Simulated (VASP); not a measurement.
Write the native input for VASP 6.6.1 that does the following.

```
Task                   : single point
Functional             : PBEsol
Potentials or basis    : VASP PAW PBE potentials, release 64 (Cu)
Cutoff                 : 520 eV
k mesh                 : 20 × 20 × 20
Occupations            : gaussian, width 0.1 eV
Spin                   : no spin polarisation
Dipole correction      : no
Further INCAR settings : ALGO = Fast; EDIFF = 1e-06; NBANDS = 12
```

The structure of Cu lies in POSCAR:

```
Cu
1.0
    0.0000000000      1.8075000000      1.8075000000
    1.8075000000      0.0000000000      1.8075000000
    1.8075000000      1.8075000000      0.0000000000
Cu
1
Direct
    0.0000000000      0.0000000000      0.0000000000
```

One way to write it, as run:

INCAR

```
SYSTEM = Cu
PREC = Accurate
ENCUT = 520
EDIFF = 1E-6
ISMEAR = 0
SIGMA = 0.1
LREAL = .FALSE.
LASPH = .TRUE.
NELM = 80
ALGO = Fast
ISIF = 2
LWAVE = .FALSE.
LCHARG = .FALSE.
GGA = PS
NBANDS = 12
```

KPOINTS

```
Automatic mesh
0
G
  20 20 20
  0 0 0
```

Potentials or basis: VASP PAW PBE potentials, release 64 (Cu).

Launch:

```console
$ cat potpaw_PBE.64/Cu/POTCAR > POTCAR
$ mpirun -np 1 vasp_std > vasp.out
```

It gave:

| Quantity | Value |
| --- | --- |
| Pressure | -5.9 GPa |

Caveat: the PAW data sets were made with another functional, which shifts forces and pressure a little.

Wall time 50 s on 1 thread of Intel(R) Xeon(R) Platinum 8259CL CPU @ 2.50GHz (Skylake/Cascade Lake), with other jobs on the host, peak memory 0.15 GiB.
